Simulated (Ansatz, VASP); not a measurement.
## One calculation of ScAl3N4, two programs

```
Al Sc N
1.0
     6.51276   -0.01583    0.00000
    -3.27009    5.66396    0.00000
     0.00000    0.00000    5.05280
Al Sc N
6 2 8
Direct
  0.33543 0.16458 0.49921
  0.16997 0.83498 0.99533
  0.33543 0.67085 0.49921
  0.66457 0.33542 0.99921
  0.66457 0.82915 0.99921
  0.83003 0.66502 0.49533
  0.17724 0.33862 0.99008
  0.82276 0.16138 0.49008
  0.18250 0.34125 0.41325
  0.34515 0.15474 0.87577
  0.16505 0.83252 0.37937
  0.34515 0.69041 0.87577
  0.65485 0.34526 0.37577
  0.81750 0.15875 0.91325
  0.65485 0.80959 0.37577
  0.83495 0.66748 0.87937
```

Alike in both runs: functional PBE; k mesh 4 × 4 × 5; no spin polarisation.

Ansatz relaxed the structure, and its values are those at the end. VASP's run is a single point on that final structure, the one shown.

|  | VASP | Ansatz |
| --- | --- | --- |
| version | VASP 6.6.1 | Ansatz 0.2.0 |
| potentials or method | VASP PAW PBE potentials, release 64 (Al, Sc_sv, N) | scalar-relativistic, plane waves, PAW |
| plane-wave cutoff (eV) | 520 | 420 |
| occupations | gaussian, width 0.01 eV | fixed |
| valence electrons in the cell | 80 | 80 |

|  | VASP | Ansatz | Ansatz less VASP |
| --- | --- | --- | --- |
| gap on the k mesh at the Fermi level (eV) | 3.62 | 3.62 | -0.007 |
| least direct gap on the mesh (eV) | 3.62 | 3.62 | -0.007 |
| pressure (GPa) | -1.8 | -1.8 | -0.07 |
| rms of the force components (eV/Å) | 0.023 | 0.000 | -0.0231 |

Ansatz's warnings: stress scf threshold loose.
